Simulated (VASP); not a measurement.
# Si (P6_3/mmc) in VASP: notebook, part 2 of 2

VASP 6.6.1. The steps go on from the part before.

**3. Single point, LDA (volume scaled by 0.92)**

File INCAR:

```
PREC = Accurate ; ENCUT = 520
EDIFF = 1E-6 ; ISMEAR = -1
SIGMA = 0.1 ; LREAL = F
LASPH = T ; NELM = 60
ALGO = Normal ; ISIF = 2
LWAVE = F ; LCHARG = T
LELF = T ; LVHAR = T
NBANDS = 16
```

File KPOINTS:

```
regular mesh
0
Gamma
  15 15 4
```

File POSCAR:

```
Si
1.0
    2.6101044197      0.0000000000      0.0000000000
   -1.3050522098      2.2604167340      0.0000000000
    0.0000000000      0.0000000000      8.6601347039
Si
4
Direct
    0.0000000000      0.0000000000      1.0000000000
    1.0000000000      0.0000000000      0.5000000000
    0.3333333333      0.6666666667      0.2500000000
    0.6666666667      0.3333333333      0.7500000000
```

Potentials or basis: VASP PAW LDA potentials, release 64 (Si).

The run is started by

```console
cat potpaw_LDA.64/Si/POTCAR > POTCAR
mpirun -np 1 vasp_std > vasp.out
```

Wall time 23 s (1 thread of Intel Xeon Platinum 8559C (Emerald Rapids), shared host); peak memory 0.17 GiB.

The run converged. Its results:

| Item | Value |
| --- | --- |
| Free energy | -21.9837 eV |
| Pressure | 9.1 GPa |
| Band gap on the k mesh | zero (band 8 reaches 21.33 eV, above the bottom of band 9 at 7.74 eV) |

Stress tensor (GPa, compression positive):
```
 8.09  0.00  0.00
 0.00  8.09  0.00
 0.00  0.00 11.26
```

Levels at points of the mesh, in eV from the Fermi level:
| k point | band 4 | band 5 | band 6 | band 7 | band 8 | band 9 | band 10 | band 11 | band 12 | band 13 |
| --- | --- | --- | --- | --- | --- | --- | --- | --- | --- | --- |
| (0.00, 0.00, 0.00) | -8.21 | -7.80 | 1.06 | 1.06 | 9.46 | 9.46 | 9.94 | 9.94 | 10.94 | 10.94 |
| (0.00, 0.00, 0.50) | -11.29 | -3.86 | -3.86 | 6.59 | 6.59 | 9.76 | 9.76 | 9.76 | 9.76 | 10.72 |

Caveat: the cell differs from its parent crystal (volume scaled by 0.92).

**4. Single point, LDA (volume scaled by 0.96)**

File INCAR:

```
PREC     = Accurate       # precision mode
ENCUT    = 520            # plane-wave cutoff, eV
EDIFF    = 1E-6           # SCF threshold, eV
ISMEAR   = -1             # smearing method
SIGMA    = 0.1            # smearing width, eV
LREAL    = F              # projectors in reciprocal space
LASPH    = T              # aspherical terms in the spheres
NELM     = 60             # most SCF steps
ALGO     = Normal         # electronic algorithm
ISIF     = 2              # what is computed and relaxed
LWAVE    = F              # write WAVECAR
LCHARG   = T              # write CHGCAR
GGA      = CA             # functional
LELF     = T              # ELF
LVHAR    = T            
NBANDS   = 16             # bands
```

File KPOINTS:

```
Automatic mesh
0
Gamma
  15 15 4
```

File POSCAR:

```
Si
1.0
    2.6473966641      0.0000000000      0.0000000000
   -1.3236983320      2.2927127650      0.0000000000
    0.0000000000      0.0000000000      8.7838676310
Si
4
Direct
    0.0000000000      0.0000000000      1.0000000000
    1.0000000000      0.0000000000      0.5000000000
    0.3333333333      0.6666666667      0.2500000000
    0.6666666667      0.3333333333      0.7500000000
```

The run is started by

```console
cat potpaw_LDA.64/Si/POTCAR > POTCAR
mpirun -np 1 vasp_std > vasp.out
```

Run time: 27 s. Hardware: 1 thread of Intel Xeon Platinum 8559C (Emerald Rapids), shared host; peak memory 0.17 GiB.

It converged, with:

* Free energy: -22.0743 eV
* Pressure: 4.1 GPa
* Band gap on the k mesh: zero (band 8 reaches 20.42 eV, above the bottom of band 9 at 7.23 eV)

Stress tensor (GPa, compression positive):
```
3.11 0.00 0.00
0.00 3.11 0.00
0.00 0.00 6.01
```

Levels at points of the mesh, in eV from the Fermi level:
```
           k point  band 4  band 5  band 6  band 7  band 8  band 9  band 10  band 11  band 12  band 13
(0.00, 0.00, 0.00)   -8.07   -7.51    1.04    1.04    9.10    9.10     9.62     9.62    10.48    10.48
(0.00, 0.00, 0.50)  -10.99   -3.75   -3.75    6.42    6.42    9.38     9.38     9.38     9.38    10.44
```

Caveat: the cell differs from its parent crystal (volume scaled by 0.96).

**5. Single point, LDA**

This run uses another cell than the first one, of 13.88 Å³/atom, 1.136 times its volume.

File INCAR:

```
  ALGO = Normal
  EDIFF = 1E-6
  ENCUT = 520
  ISIF = 2
  ISMEAR = -1
  LASPH = True
  LCHARG = False
  LREAL = False
  LWAVE = False
  NBANDS = 16
  NELM = 80
  PREC = Accurate
  SIGMA = 0.1
```

File KPOINTS:

```
k-points
0
Gamma
  15 15 4
```

File POSCAR:

```
Si
1.0
    2.6836668789      0.0000000000      0.0000000000
   -1.3418334394      2.3241236924      0.0000000000
    0.0000000000      0.0000000000      8.9042095390
Si
4
Direct
    0.0000000000      0.0000000000      1.0000000000
    1.0000000000      0.0000000000      0.5000000000
    0.3333333333      0.6666666667      0.2500000000
    0.6666666667      0.3333333333      0.7500000000
```

Potentials or basis: VASP PAW LDA potentials, release 64 (Si).

The run is started by

```console
cat potpaw_LDA.64/Si/POTCAR > POTCAR
mpirun -np 1 vasp_std > vasp.out
```

OUTCAR:

```text
EDIFF = 1E-6
   ENCUT = 520
   ISIF = 2
   ISMEAR = -1
   LASPH = True
   LREAL = False
   NELM = 80
   PREC = Accurate

 ion  position               nearest neighbor table
   1  0.000  0.000  0.000-   3 2.71   4 2.71   3 2.71   4 2.71   4 2.71   3 2.71
   2  0.000  0.000  0.500-   3 2.71   4 2.71   3 2.71   4 2.71   4 2.71   3 2.71
   3  0.333  0.667  0.250-   1 2.71   2 2.71   1 2.71   2 2.71   1 2.71   2 2.71
   4  0.667  0.333  0.750-   1 2.71   2 2.71   1 2.71   2 2.71   1 2.71   2 2.71

  LATTYP: Found a hexagonal cell.
 ALAT       =     2.6836668789
 C/A-ratio  =     3.3179265314
[... 656 lines left out ...]
  --------------------------------------------------------------------------------------
  -------------------------------------------------------------------------------------
  Total       -0.2976893     -0.2976893      0.5810003     -0.0000000     -0.0000000      0.0000000
  in kB       -8.5879720     -8.5879720     16.7611461     -0.0000000     -0.0000000      0.0000000
  external PRESSURE =      -0.1382659 kB  Pullay stress =       0.0000000 kB

 VOLUME and BASIS-vectors are now :
 -----------------------------------------------------------------------------
  energy-cutoff  :      520.00
  volume of cell :       55.54
      direct lattice vectors                 reciprocal lattice vectors
     2.683666879  0.000000000  0.000000000     0.372624489  0.215134849  0.000000000
    -1.341833439  2.324123692  0.000000000     0.000000000  0.430269698  0.000000000
     0.000000000  0.000000000  8.904209539     0.000000000  0.000000000  0.112306432

 POSITION                                       TOTAL-FORCE (eV/Angst)
 -----------------------------------------------------------------------------------
      0.00000      0.00000      0.00000        -0.000000      0.000000     -0.000000
      0.00000      0.00000      4.45210        -0.000000      0.000000     -0.000000
     -0.00000      1.54942      2.22605         0.000000     -0.000000     -0.000000
      1.34183      0.77471      6.67816        -0.000000      0.000000      0.000000
 -----------------------------------------------------------------------------------
    total drift:                               -0.000000      0.000000     -0.000000

  FREE ENERGIE OF THE ION-ELECTRON SYSTEM (eV)
  ---------------------------------------------------
  free  energy   TOTEN  =       -22.1017898525 eV

  energy  without entropy=      -22.0412373626  energy(sigma->0) =      -22.07151361
```

stdout:

```text
POSCAR found type information on POSCAR Si
 POSCAR found :  1 types and       4 ions
 scaLAPACK will be used
 LDA part: xc-table for (Slater(with rela. corr.)+CA(PZ))
 , standard interpolation
 POSCAR, INCAR and KPOINTS ok, starting setup
 FFT: planning ... GRIDC
 FFT: planning ... GRID_SOFT
 FFT: planning ... GRID
 WAVECAR not read
 entering main loop
```

Run time: 23 s. Hardware: 1 thread of Intel Xeon Platinum 8559C (Emerald Rapids), shared host; peak memory 0.17 GiB.

Results:

* Free energy: -22.1018 eV
* Pressure: 0.0 GPa
* Band gap on the k mesh: zero (band 8 reaches 19.51 eV, above the bottom of band 9 at 6.76 eV)

**6. The runs side by side**

| cell | gap on the mesh (eV) | pressure (GPa) |
| --- | --- | --- |
| a = 2.572, b = 2.572, c = 8.533 Å, angles 90.0, 90.0, 120.0°, 4 atoms | none | 15.5 |
| a = 2.610, b = 2.610, c = 8.660 Å, angles 90.0, 90.0, 120.0°, 4 atoms | none | 9.1 |
| a = 2.647, b = 2.647, c = 8.784 Å, angles 90.0, 90.0, 120.0°, 4 atoms | none | 4.1 |
| a = 2.684, b = 2.684, c = 8.904 Å, angles 90.0, 90.0, 120.0°, 4 atoms | none | 0.0 |

Alike in all rows: task single point; level LDA; potentials or basis VASP PAW LDA potentials, release 64 (Si); no spin polarisation; k mesh 15 × 15 × 4; cutoff (eV) 520; smearing fermi-dirac 0.1 eV.

Absolute energies hang on the potentials; compare differences alone.
